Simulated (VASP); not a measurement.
# LiF (Fm-3m) in VASP: further runs, part 2 of 2

VASP 6.6.1. Earlier steps stand in the parts before.

**3. Single point, LDA**

Input file INCAR:

```
SYSTEM = LiF
PREC = Accurate ; ENCUT = 520
EDIFF = 1E-6 ; ISMEAR = 0
SIGMA = 0.05 ; LREAL = .FALSE.
LASPH = .TRUE. ; NELM = 60
ALGO = Normal ; ISIF = 2
LWAVE = .FALSE. ; LCHARG = .FALSE.
NBANDS = 12
```

Input file KPOINTS:

```
Automatic mesh
0
G
  12 12 12
  0 0 0
```

Input file POSCAR:

```
LiF
1.0
    0.0000000000      2.0140000000      2.0140000000
    2.0140000000      0.0000000000      2.0140000000
    2.0140000000      2.0140000000      0.0000000000
Li F
1 1
Direct
    0.0000000000      0.0000000000      0.0000000000
    0.5000000000      0.5000000000      0.5000000000
```

Potentials or basis: VASP PAW LDA potentials, release 64 (Li_sv, F).

The run is started by

```bash
> cat potpaw_LDA.64/Li_sv/POTCAR potpaw_LDA.64/F/POTCAR > POTCAR
> mpirun -np 1 vasp_std > vasp.out
```

OUTCAR:

```text
SYSTEM = LiF
   PREC = Accurate
   ENCUT = 520
   EDIFF = 1E-6
   ISMEAR = 0
   LREAL = .FALSE.
   LASPH = .TRUE.
   NELM = 60
   ISIF = 2

 ion  position               nearest neighbor table
   1  0.000  0.000  0.000-   2 2.01   2 2.01   2 2.01   2 2.01   2 2.01   2 2.01
   2  0.500  0.500  0.500-   1 2.01   1 2.01   1 2.01   1 2.01   1 2.01   1 2.01

  LATTYP: Found a face centered cubic cell.
 ALAT       =     4.0280000000

  Lattice vectors:

 A1 = (   0.0000000000,   2.0140000000,   2.0140000000)
 A2 = (   2.0140000000,   0.0000000000,   2.0140000000)
 A3 = (   2.0140000000,   2.0140000000,   0.0000000000)

Analysis of symmetry for initial positions (statically):
=====================================================================
 Subroutine PRICEL returns:
 Original cell was already a primitive cell.

 Routine SETGRP: Setting up the symmetry group for a
 face centered cubic supercell.

 Subroutine GETGRP returns: Found 48 space group operations
 (whereof 48 operations were pure point group operations)
 out of a pool of 48 trial point group operations.

The static configuration has the point symmetry O_h .

Analysis of symmetry for dynamics (positions and initial velocities):
=====================================================================
 Subroutine PRICEL returns:
 Original cell was already a primitive cell.

 Routine SETGRP: Setting up the symmetry group for a
 face centered cubic supercell.

 Subroutine GETGRP returns: Found 48 space group operations
 (whereof 48 operations were pure point group operations)
 out of a pool of 48 trial point group operations.

The dynamic configuration has the point symmetry O_h .

 Subroutine INISYM returns: Found 48 space group operations
 (whereof 48 operations are pure point group operations),
 and found     1 'primitive' translations

----------------------------------------------------------------------------------------

                                     Primitive cell

  volume of cell :      16.3384

  direct lattice vectors                    reciprocal lattice vectors
     0.000000000  2.014000000  2.014000000    -0.248262165  0.248262165  0.248262165
     2.014000000  0.000000000  2.014000000     0.248262165 -0.248262165  0.248262165
     2.014000000  2.014000000  0.000000000     0.248262165  0.248262165 -0.248262165

  length of vectors
[... 115 lines left out ...]
  energy-cutoff  :      520.00
  volume of cell :       16.34
 maximum number of plane-waves:       459
 NGX is ok and might be reduce to    24
   NGX = 11   NGY = 11   NGZ = 11

 number of electron      10.0000000 magnetization

 number of electron       9.9999992 magnetization

 Free energy of the ion-electron system (eV)
  ---------------------------------------------------
  ext. energy  EPLUGINS =         0.00000000
  ---------------------------------------------------
  free energy    TOTEN  =       -10.47183132 eV

  energy without entropy =      -10.47183132  energy(sigma->0) =      -10.47183132

 E-fermi :  -1.0040     XC(G=0): -10.6699

 val. band max:       -1.2978842582   @ k =  -0.0833   0.0833   0.0000
 cond. band min:       7.5337457852   @ k =   0.0000   0.0000   0.0000
 fundamental gap:      8.8316300433
 Fermi energy:        -1.0039746942

 k-point     1 :       0.0000    0.0000    0.0000
  band No.  band energies     occupation
      1     -41.0494      2.00000
      2     -20.8677      2.00000
      3      -1.2986      2.00000
      4      -1.2986      2.00000
      5      -1.2986      2.00000
      6       7.5337      0.00000
      7      22.1570      0.00000
      8      22.1570      0.00000
      9      22.1570      0.00000
     10      22.6068      0.00000
     11      22.6068      0.00000
     12      22.6068      0.00000
[... 331 lines left out ...]
 k-point    24 :      -0.4167    0.1667    0.0000
  band No.  band energies     occupation
      1     -40.9747      2.00000
      2     -20.3413      2.00000
      3      -3.7379      2.00000
      4      -2.2559      2.00000
      5      -1.6570      2.00000
      6      10.1601      0.00000
      7      14.3027      0.00000
      8      17.3561      0.00000
      9      17.3740      0.00000
     10      26.3188      0.00000
     11      28.8691      0.00000
     12      29.4069      0.00000

 [... further k-points ...]
[... 5 lines left out ...]
  --------------------------------------------------------------------------------------
  -------------------------------------------------------------------------------------
  Total       -0.6814504     -0.6814504     -0.6814504      0.0000000     -0.0000000     -0.0000000
  in kB      -66.8246108    -66.8246108    -66.8246108      0.0000000     -0.0000000     -0.0000000
  external PRESSURE =     -66.8246108 kB  Pullay stress =       0.0000000 kB

 VOLUME and BASIS-vectors are now :
 -----------------------------------------------------------------------------
  energy-cutoff  :      520.00
  volume of cell :       16.34
      direct lattice vectors                 reciprocal lattice vectors
     0.000000000  2.014000000  2.014000000    -0.248262165  0.248262165  0.248262165
     2.014000000  0.000000000  2.014000000     0.248262165 -0.248262165  0.248262165
     2.014000000  2.014000000  0.000000000     0.248262165  0.248262165 -0.248262165

 POSITION                                       TOTAL-FORCE (eV/Angst)
 -----------------------------------------------------------------------------------
      0.00000      0.00000      0.00000        -0.000000     -0.000000      0.000000
      2.01400      2.01400      2.01400         0.000000      0.000000     -0.000000
 -----------------------------------------------------------------------------------
    total drift:                               -0.000000     -0.000000      0.000000

  FREE ENERGIE OF THE ION-ELECTRON SYSTEM (eV)
  ---------------------------------------------------
  free  energy   TOTEN  =       -10.4718313184 eV

  energy  without entropy=      -10.4718313184  energy(sigma->0) =      -10.47183132
```

OSZICAR:

```text
N       E                     dE             d eps       ncg     rms          rms(c)
DAV:   1     0.290101927152E+02    0.29010E+02   -0.54337E+03  1776   0.845E+02
DAV:   2    -0.996730078982E+01   -0.38977E+02   -0.38272E+02  2080   0.185E+02
DAV:   3    -0.109555527184E+02   -0.98825E+00   -0.98452E+00  2300   0.257E+01
DAV:   4    -0.109652367358E+02   -0.96840E-02   -0.96836E-02  2004   0.274E+00
DAV:   5    -0.109653365607E+02   -0.99825E-04   -0.99825E-04  2216   0.208E-01    0.423E+00
DAV:   6    -0.104889001079E+02    0.47644E+00   -0.22932E+00  1912   0.916E+00    0.136E+00
DAV:   7    -0.104775223301E+02    0.11378E-01   -0.15199E-02  2340   0.106E+00    0.792E-01
DAV:   8    -0.104718406487E+02    0.56817E-02   -0.93149E-03  2416   0.101E+00    0.971E-02
DAV:   9    -0.104718159752E+02    0.24674E-04   -0.64869E-04  1984   0.232E-01    0.369E-02
DAV:  10    -0.104718318073E+02   -0.15832E-04   -0.29568E-05  2044   0.388E-02    0.692E-03
DAV:  11    -0.104718313184E+02    0.48889E-06   -0.14314E-06  1812   0.126E-02
   1 F= -.10471831E+02 E0= -.10471831E+02  d E =-.238555E-18
```

It took 9.4 s on 1 thread of Intel Xeon Platinum 8259CL at 2.50GHz (Skylake/Cascade Lake), shared host; peak memory 0.12 GiB.

What came out:

```
Free energy            : -10.4718 eV
Band gap on the k mesh : 8.83 eV, indirect (the least direct gap lies 0.7 meV higher)
```

Caveat: the cutoff is under 1.25 times the usual one of these potentials, so pressure, stress and relaxed cells hold a basis-set (Pulay) error. A k mesh can miss the band edges.
